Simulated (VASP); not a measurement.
Wanted: the native input for a VASP 6.6.1 run.

* Task: single point
* Functional: PBE
* Dispersion: D3(BJ)
* Potentials or basis: VASP PAW PBE potentials, release 64 (Sn_d, Se)
* Cutoff: 500 eV
* k mesh: 12 × 12 × 6
* Occupations: gaussian, width 0.03 eV
* Spin: no spin polarisation
* Dipole correction: no
* Further INCAR settings: ALGO = Normal; EDIFF = 1e-06; NBANDS = 20

The structure of SnSe2 lies in POSCAR:

```
SnSe2
1.0
    3.6960000000      0.0000000000      0.0000000000
   -1.8480000000      3.2008298924      0.0000000000
    0.0000000000      0.0000000000      5.3608000000
Sn Se
1 2
Direct
    0.0000000000      0.0000000000      0.0000000000
    0.3333333333      0.6666666667      0.2651331237
    0.6666666667      0.3333333333      0.7348668763
```

One way to write it, as run:

INCAR

```
SYSTEM = SnSe2
ALGO     = Normal         ! electronic algorithm
EDIFF    = 1E-6           ! SCF threshold, eV
ENCUT    = 500            ! plane-wave cutoff, eV
GGA      = PE             ! functional
GGA_COMPAT= .FALSE.      
ISIF     = 2              ! what is computed and relaxed
ISMEAR   = 0              ! smearing method
IVDW     = 12             ! dispersion correction
LASPH    = .TRUE.         ! aspherical terms in the spheres
LCHARG   = .TRUE.         ! write CHGCAR
LELF     = .TRUE.         ! ELF
LREAL    = .FALSE.        ! projectors in reciprocal space
LVHAR    = .TRUE.       
LWAVE    = .FALSE.        ! write WAVECAR
NBANDS   = 20             ! bands
NELM     = 120            ! most SCF steps
PREC     = Accurate       ! precision mode
SIGMA    = 0.03           ! smearing width, eV
```

KPOINTS

```
k-points
0
G
  12 12 6
  0 0 0
```

Potentials or basis: VASP PAW PBE potentials, release 64 (Sn_d, Se).

Run with:

```sh
$ cat potpaw_PBE.64/Sn_d/POTCAR potpaw_PBE.64/Se/POTCAR > POTCAR
$ mpirun -np 1 vasp_std > vasp.out
```

Results of the run:

```json
{
 "Pressure": "20.1 GPa",
 "Largest force": "2.323 eV/Å",
 "Band gap on the k mesh": "0.09 eV (least direct gap 0.76 eV)",
 "Dispersion energy per atom": "-0.443 eV"
}
```

Caveat: the cell stands under pressure; semilocal functionals underestimate gaps, and a narrow one can read as zero; spin-orbit coupling is left out, which moves the levels of the heavy elements; forces of over 1 eV/Å act on the atoms, so gaps and moduli don't describe the material at rest.

It took 54 s on 1 thread of AMD EPYC 9R45 96-Core Processor (Zen 5) (shared host), peak memory 0.24 GiB.
